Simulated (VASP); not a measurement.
# TaSi2 (P6_222) in VASP: notebook

Aim: see how the results for TaSi2 move with the level of theory and the settings. Levels: RPBE+D4, PBE. Tasks: single point.

All numbers are computed with VASP 6.6.1; they aren't measurements. Logs are shortened: lines on timing, memory, paths and dates and some standing lists are left out, and cuts for length are marked.

### Step 1. The cell of the first run

It takes space group P6_222 (No. 180, hexagonal). The conventional cell has a = 4.746 Å, b = 4.746 Å, c = 6.556 Å, α = 90.00°, β = 90.00°, γ = 120.00°. Within 3.4 Å of Ta (site symmetry 222) lie 10 Si at 2.60 to 2.80 Å and 4 Ta at 3.23 Å. Within 3.4 Å of Si (site symmetry 2) lie 9 Si at 2.55 to 3.30 Å and 5 Ta at 2.60 to 2.80 Å.

### Step 2. Single point, RPBE+D4

Input file INCAR:

```
ALGO = Normal ; EDIFF = 1E-6
ENCUT = 520 ; GGA = RP
ISIF = 2 ; ISMEAR = -1
IVDW = 13 ; LASPH = T
LCHARG = F ; LREAL = F
LWAVE = F ; NBANDS = 38
NELM = 60 ; PREC = Accurate
SIGMA = 0.05
```

Input file KPOINTS:

```
k-points
0
Gamma
  7 7 4
```

Input file POSCAR:

```
TaSi2
1.0
    4.7460529905      0.0000000000      0.0000000000
   -2.3730264952      4.1102024575      0.0000000000
    0.0000000000      0.0000000000      6.5557260196
Ta Si
3 6
Direct
    0.0000000000      0.5000000000      0.1666666667
    0.5000000000      0.5000000000      0.8333333333
    0.5000000000      0.0000000000      0.5000000000
    0.3189489226      0.1594744613      0.1666666667
    0.1594744613      0.8405255387      0.8333333333
    0.8405255387      0.6810510774      0.5000000000
    0.6810510774      0.8405255387      0.1666666667
    0.8405255387      0.1594744613      0.8333333333
    0.1594744613      0.3189489226      0.5000000000
```

Potentials or basis: VASP PAW PBE potentials, release 64 (Ta_pv, Si).

Started as:

```bash
cat potpaw_PBE.64/Ta_pv/POTCAR potpaw_PBE.64/Si/POTCAR > POTCAR
mpirun -np 1 vasp_std > vasp.out
```

OUTCAR:

```text
EDIFF = 1E-6
   ENCUT = 520
   GGA = RP
   ISIF = 2
   ISMEAR = -1
   IVDW = 13
   LASPH = T
   LREAL = F
   NELM = 60
   PREC = Accurate

 ion  position               nearest neighbor table
   1  0.000  0.500  0.167-   6 2.60   9 2.60   8 2.60   5 2.60   4 2.71   7 2.71   4 2.71   7 2.71
                             7 2.80   4 2.80   3 3.23   3 3.23   2 3.23   2 3.23
   2  0.500  0.500  0.833-   6 2.60   9 2.60   7 2.60   4 2.60   8 2.71   5 2.71   5 2.71   8 2.71
                             8 2.80   5 2.80   3 3.23   3 3.23   1 3.23   1 3.23
   3  0.500  0.000  0.500-   4 2.60   7 2.60   5 2.60   8 2.60   6 2.71   9 2.71   9 2.71   6 2.71
                             9 2.80   6 2.80   2 3.23   2 3.23   1 3.23   1 3.23
   4  0.319  0.159  0.167-   9 2.55   5 2.55   3 2.60   2 2.60   7 2.62   1 2.71   1 2.71   1 2.80
                             7 2.80   7 2.80
   5  0.159  0.841  0.833-   6 2.55   4 2.55   3 2.60   1 2.60   8 2.62   2 2.71   2 2.71   2 2.80
                             8 2.80   8 2.80
   6  0.841  0.681  0.500-   7 2.55   5 2.55   1 2.60   2 2.60   9 2.62   3 2.71   3 2.71   3 2.80
                             9 2.80   9 2.80
   7  0.681  0.841  0.167-   6 2.55   8 2.55   3 2.60   2 2.60   4 2.62   1 2.71   1 2.71   1 2.80
                             4 2.80   4 2.80
   8  0.841  0.159  0.833-   9 2.55   7 2.55   3 2.60   1 2.60   5 2.62   2 2.71   2 2.71   2 2.80
                             5 2.80   5 2.80
   9  0.159  0.319  0.500-   4 2.55   8 2.55   1 2.60   2 2.60   6 2.62   3 2.71   3 2.71   3 2.80
                             6 2.80   6 2.80

  LATTYP: Found a hexagonal cell.
 ALAT       =     4.7460529905
 C/A-ratio  =     1.3813006371

  Lattice vectors:

 A1 = (   4.7460529905,   0.0000000000,   0.0000000000)
 A2 = (  -2.3730264952,   4.1102024575,   0.0000000000)
 A3 = (   0.0000000000,   0.0000000000,   6.5557260196)

Analysis of symmetry for initial positions (statically):
=====================================================================
 Subroutine PRICEL returns:
 Original cell was already a primitive cell.

 Routine SETGRP: Setting up the symmetry group for a
 hexagonal supercell.

 Subroutine GETGRP returns: Found 12 space group operations
 (whereof  4 operations were pure point group operations)
 out of a pool of 24 trial point group operations.

The static configuration has the point symmetry D_2 .
 The point group associated with its full space group is D_6 .

Analysis of symmetry for dynamics (positions and initial velocities):
=====================================================================
 Subroutine PRICEL returns:
 Original cell was already a primitive cell.

 Routine SETGRP: Setting up the symmetry group for a
 hexagonal supercell.

 Subroutine GETGRP returns: Found 12 space group operations
 (whereof  4 operations were pure point group operations)
 out of a pool of 24 trial point group operations.

The dynamic configuration has the point symmetry D_2 .
 The point group associated with its full space group is D_6 .

 Subroutine INISYM returns: Found 12 space group operations
 (whereof  4 operations are pure point group operations),
 and found     1 'primitive' translations

----------------------------------------------------------------------------------------

                                     Primitive cell

  volume of cell :     127.8841

  direct lattice vectors                    reciprocal lattice vectors
     4.746052990  0.000000000  0.000000000     0.210701398  0.121648509  0.000000000
    -2.373026495  4.110202457  0.000000000     0.000000000  0.243297018  0.000000000
     0.000000000  0.000000000  6.555726020     0.000000000  0.000000000  0.152538406

  length of vectors
     4.746052990  4.746052990  6.555726020     0.243297018  0.243297018  0.152538406

  position of ions in fractional coordinates (direct lattice)
     0.000000000  0.500000000  0.166666667
     0.500000000  0.500000000  0.833333333
     0.500000000  0.000000000  0.500000000
     0.318948923  0.159474461  0.166666667
     0.159474461  0.840525539  0.833333333
     0.840525539  0.681051077  0.500000000
     0.681051077  0.840525539  0.166666667
     0.840525539  0.159474461  0.833333333
     0.159474461  0.318948923  0.500000000

  ion indices of the primitive-cell ions
   primitive index   ion index
                 1           1
                 2           2
                 3           3
                 4           4
                 5           5
                 6           6
                 7           7
                 8           8
                 9           9

----------------------------------------------------------------------------------------

 KPOINTS: k-points

Automatic generation of k-mesh.
 Grid dimensions read from file:
 generate k-points for:    7    7    4

 Generating k-lattice:

  Cartesian coordinates                     Fractional coordinates (reciprocal lattice)
     0.030100200  0.017378358  0.000000000     0.142857143  0.000000000  0.000000000
     0.000000000  0.034756717  0.000000000     0.000000000  0.142857143  0.000000000
     0.000000000  0.000000000  0.038134602     0.000000000  0.000000000  0.250000000

  Length of vectors
     0.034756717  0.034756717  0.038134602

  Shift w.r.t. Gamma in fractional coordinates (k-lattice)
     0.000000000  0.000000000  0.000000000

 Subroutine IBZKPT returns following result:
 ===========================================

 Found     24 irreducible k-points:

 Following reciprocal coordinates:
            Coordinates               Weight
  0.000000  0.000000  0.000000      1.000000
  0.142857  0.000000  0.000000      6.000000
  0.285714  0.000000  0.000000      6.000000
  0.428571 -0.000000  0.000000      6.000000
  0.142857  0.142857  0.000000      6.000000
  0.285714  0.142857  0.000000     12.000000
[... 16 lines left out ...]
  0.428571  0.142857  0.500000      6.000000
  0.285714  0.285714  0.500000      6.000000
   k-points           NKPTS =     24   k-points in BZ     NKDIM =     24   number of bands    NBANDS=     38
   number of dos      NEDOS =    301   number of ions     NIONS =      9
   total plane-waves  NPLWV =  64800
   dimension x,y,z NGX =    36 NGY =   36 NGZ =   50
   dimension x,y,z NGXF=    72 NGYF=   72 NGZF=  100
   ions per type =               3   6
   NGX,Y,Z   is equivalent  to a cutoff of  12.61, 12.61, 12.68 a.u.
   NGXF,Y,Z  is equivalent  to a cutoff of  25.22, 25.22, 25.36 a.u.
 SYSTEM =  unknown system
   PREC   = accura    normal or accurate (medium, high low for compatibility)
   ISTART =      0    job   : 0-new  1-cont  2-samecut
   ICHARG =      2    charge: 1-file 2-atom 10-const
   ISPIN  =      1    spin polarized calculation?
   LNONCOLLINEAR =      F non collinear calculations
   LSORBIT =      F    spin-orbit coupling
   LASPH  =      T    aspherical Exc in radial PAW
   ENCUT  =  520.0 eV  38.22 Ry    6.18 a.u.   8.82  8.82 12.19*2*pi/ulx,y,z
   NELM   =     60;   NELMIN=  2; NELMDL= -5     # of ELM steps
   EDIFF  = 0.1E-05   stopping-criterion for ELM
   LREAL  =      F    real-space projection
   EDIFFG = 0.1E-04   stopping-criterion for IOM
   NSW    =      0    number of steps for IOM
   IBRION =     -1    ionic relax: 0-MD 1-quasi-New 2-CG
   NFREE  =      0    steps in history (QN), initial steepest desc. (CG)
   ISIF   =      2    stress and relaxation
   ISYM   =      2    0-nonsym 1-usesym 2-fastsym
   POTIM  = 0.5000    time-step for ionic-motion
   TEBEG  =    0.0;   TEEND  =   0.0 temperature during run
   PSTRESS=    0.0 pullay stress
   NELECT =      57.0000    total number of electrons
   NUPDOWN=      -1.0000    fix difference up-down
   EMIN   =  10.00;   EMAX   =-10.00  energy-range for DOS
   EFERMI =   0.00;   METHOD = LEGACY
   ISMEAR =    -1;   SIGMA  =   0.05  broadening in eV -4-tet -1-fermi 0-gaus
   EFERMI_NEDOS =   21; number of points for ismear=-14 and -15
   IALGO  =     38    algorithm
   IMIX   =      4    mixing-type and parameters
     AMIX     =   0.40;   BMIX     =  1.00
     AMIX_MAG =   1.60;   BMIX_MAG =  1.00
  volume/ion in A,a.u.               =      14.21        95.89
  Fermi-wavevector in a.u.,A,eV,Ry     =   1.250530  2.363160 21.277148  1.563826
  Thomas-Fermi vector in A             =   2.384520
   LORBIT       =      0    0 simple, 1 ext, 2 COOP (PROOUT), +10 PAW based schemes
   GGA     = RP    functional components
   LHFCALC =     F    Hartree Fock is set to
   AEXX    =    0.0000 exact exchange contribution
   IVDW    =    13    specifies the selected vdW correction
   LEPSILON=     F    determine dielectric tensor
   LRPA    =     F    only Hartree local field effects (RPA)
 non-spin polarized calculation
  energy-cutoff  :      520.00
  volume of cell :      127.88
 maximum number of plane-waves:      3468
 NGX is ok and might be reduce to    36
   NGX = 17   NGY = 17   NGZ = 25

 number of electron      56.9999997 magnetization

 Free energy of the ion-electron system (eV)
  ---------------------------------------------------
  ext. energy  EPLUGINS =         0.00000000
  ---------------------------------------------------
  free energy    TOTEN  =       -68.80020609 eV

  energy without entropy =      -68.77412574  energy(sigma->0) =      -68.78716592

 E-fermi :   9.6608     XC(G=0): -12.1309

 val. band max:        9.6507934006   @ k =   0.4286   0.1429   0.0000
 cond. band min:       9.6843824544   @ k =   0.2857   0.2857   0.5000
 fundamental gap:      0.0335890538
 Fermi energy:         9.6607712325

 k-point     1 :       0.0000    0.0000    0.0000
  band No.  band energies     occupation
      1     -24.6895      2.00000
      2     -24.6894      2.00000
      3     -24.6894      2.00000
      4     -24.6144      2.00000
      5     -24.6144      2.00000
      6     -24.5165      2.00000
[... 30 lines left out ...]
     37      13.6834      0.00000
     38      13.7938      0.00000

 k-point     2 :       0.1429    0.0000    0.0000
  band No.  band energies     occupation
      1     -24.7147      2.00000
      2     -24.6939      2.00000
      3     -24.6667      2.00000
      4     -24.6164      2.00000
      5     -24.6117      2.00000
      6     -24.5214      2.00000
[... 30 lines left out ...]
     37      13.4424      0.00000
     38      13.6503      0.00000

 k-point     3 :       0.2857    0.0000    0.0000
  band No.  band energies     occupation
      1     -24.7347      2.00000
      2     -24.7029      2.00000
      3     -24.6538      2.00000
      4     -24.6212      2.00000
      5     -24.6048      2.00000
      6     -24.5229      2.00000
[... 30 lines left out ...]
     37      13.2990      0.00000
     38      13.9668      0.00000

 k-point     4 :       0.4286   -0.0000    0.0000
  band No.  band energies     occupation
      1     -24.7452      2.00000
      2     -24.7095      2.00000
      3     -24.6496      2.00000
      4     -24.6251      2.00000
      5     -24.5996      2.00000
      6     -24.5290      2.00000
[... 30 lines left out ...]
     37      13.5162      0.00000
     38      13.9767      0.00000
[... 703 lines left out ...]
      4     -24.6217      2.00000
      5     -24.5708      2.00000
      6     -24.5431      2.00000
[... 30 lines left out ...]
     37      13.3118      0.00000
     38      13.6118      0.00000

 k-point    23 :       0.4286    0.1429    0.5000
  band No.  band energies     occupation
      1     -24.7368      2.00000
      2     -24.7073      2.00000
      3     -24.6929      2.00000
      4     -24.6198      2.00000
      5     -24.5703      2.00000
      6     -24.5413      2.00000
[... 30 lines left out ...]
     37      12.8487      0.00000
     38      13.4886      0.00000

 k-point    24 :       0.2857    0.2857    0.5000
  band No.  band energies     occupation
      1     -24.7348      2.00000
      2     -24.7054      2.00000
      3     -24.7042      2.00000
      4     -24.6043      2.00000
      5     -24.5832      2.00000
      6     -24.5385      2.00000
[... 30 lines left out ...]
     37      13.1870      0.00000
     38      13.4976      0.00000

------------------------ aborting loop because EDIFF is reached ----------------------------------------

  DFT-D4 for vdW energy calculation

  Edisp (eV):   -7.39106

  FORCE on cell =-STRESS in cart. coord.  units (eV):
  Direction    XX          YY          ZZ          XY          YZ          ZX
  --------------------------------------------------------------------------------------
  -------------------------------------------------------------------------------------
  Total      -0.16441    -0.16441    -0.14643    -0.00000     0.00000     0.00000
  in kB      -2.05980    -2.05980    -1.83450    -0.00000     0.00000     0.00000
  external pressure =       -1.98 kB  Pullay stress =        0.00 kB

 VOLUME and BASIS-vectors are now :
 -----------------------------------------------------------------------------
  energy-cutoff  :      520.00
  volume of cell :      127.88
      direct lattice vectors                 reciprocal lattice vectors
     4.746052990  0.000000000  0.000000000     0.210701398  0.121648509  0.000000000
    -2.373026495  4.110202457  0.000000000     0.000000000  0.243297018  0.000000000
     0.000000000  0.000000000  6.555726020     0.000000000  0.000000000  0.152538406

 POSITION                                       TOTAL-FORCE (eV/Angst)
 -----------------------------------------------------------------------------------
     -1.18651      2.05510      1.09262        -0.000000     -0.000000      0.000000
      1.18651      2.05510      5.46311        -0.000000     -0.000000     -0.000000
      2.37303      0.00000      3.27786        -0.000000     -0.000000      0.000000
      1.13531      0.65547      1.09262        -0.009705     -0.005603      0.000000
     -1.23772      3.45473      5.46311        -0.009705      0.005603      0.000000
      2.37303      2.79926      3.27786         0.000000      0.011206      0.000000
      1.23772      3.45473      1.09262         0.009705      0.005603      0.000000
      3.61074      0.65547      5.46311         0.009705     -0.005603      0.000000
      0.00000      1.31094      3.27786        -0.000000     -0.011206      0.000000
 -----------------------------------------------------------------------------------
    total drift:                               -0.000000     -0.000000     -0.000000

  FREE ENERGIE OF THE ION-ELECTRON SYSTEM (eV)
  ---------------------------------------------------
  free  energy   TOTEN  =       -76.1912616779 eV

  energy  without entropy=      -76.1651813250  energy(sigma->0) =      -76.17822150
```

It took 1.9 min on 1 thread of Intel Xeon Platinum 8488C (Sapphire Rapids), shared host; peak memory 0.28 GiB.

What came out:

| Property | Result |
| --- | --- |
| Free energy | -76.1913 eV |
| Pressure | -0.2 GPa |
| Largest force | 0.011 eV/Å |
| Dispersion energy per atom | -0.821 eV |

Forces in eV/Å, atoms in the order of the input:
```
Ta   0.000  0.000  0.000
Ta   0.000  0.000  0.000
Ta   0.000  0.000  0.000
Si  -0.010 -0.006  0.000
Si  -0.010  0.006  0.000
Si   0.000  0.011  0.000
Si   0.010  0.006  0.000
Si   0.010 -0.006  0.000
Si   0.000 -0.011  0.000
```

Levels at points of the mesh, in eV from the Fermi level:
```
           k point  band 26  band 27  band 28  band 29  band 30  band 31  band 32  band 33
(0.00, 0.00, 0.00)    -2.42    -2.23    -2.23    -1.51     0.70     3.05     3.05     3.58
(0.00, 0.00, 0.50)    -2.00    -1.80    -1.80     1.11     1.11     2.72     2.72     3.51
```

Caveat: the PAW data sets were made with another functional, which shifts forces and pressure a little; spin-orbit coupling is left out, which moves the levels of the heavy elements; pairwise dispersion overbinds metals, which lowers pressure and volume.

(Continued in part 2 of 2.)
